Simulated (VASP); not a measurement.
Input of a VASP 6.6.1 run:

Contents of INCAR:

```
SYSTEM = Ag
ALGO = Normal
DIPOL = 0.5 0.5 0.500
EDIFF = 1E-6
ENCUT = 520
IDIPOL = 3
ISIF = 2
ISMEAR = -1
LASPH = .True.
LCHARG = .False.
LDIPOL = .True.
LREAL = .False.
LWAVE = .False.
NBANDS = 24
NELM = 100
PREC = Accurate
SIGMA = 0.05
```

KPOINTS

```
k-points
0
Gamma
  13 13 1
  0 0 0
```

POSCAR

```
Ag
1.0
    2.8284417087      0.0000000000      0.0000000000
   -1.4142208543      2.4495023729      0.0000000000
    0.0000000000      0.0000000000     20.6188000000
Ag
3
Direct
    0.1666666667      0.3333333333      0.3883709467
    0.5000000000      1.0000000000      0.4999999966
    0.8333333333      0.6666666667      0.6116290563
```

Potentials or basis: VASP PAW LDA potentials, release 64 (Ag).

Run with:

```bash
$ cat potpaw_LDA.64/Ag/POTCAR > POTCAR
$ mpirun -np 1 vasp_std > vasp.out
```

Q: Estimate the largest force.

A: 0.009 eV/Å.

Forces on the atoms (eV/Å):
```
Ag   0.000  0.000 -0.009
Ag   0.000  0.000  0.000
Ag   0.000  0.000  0.009
```
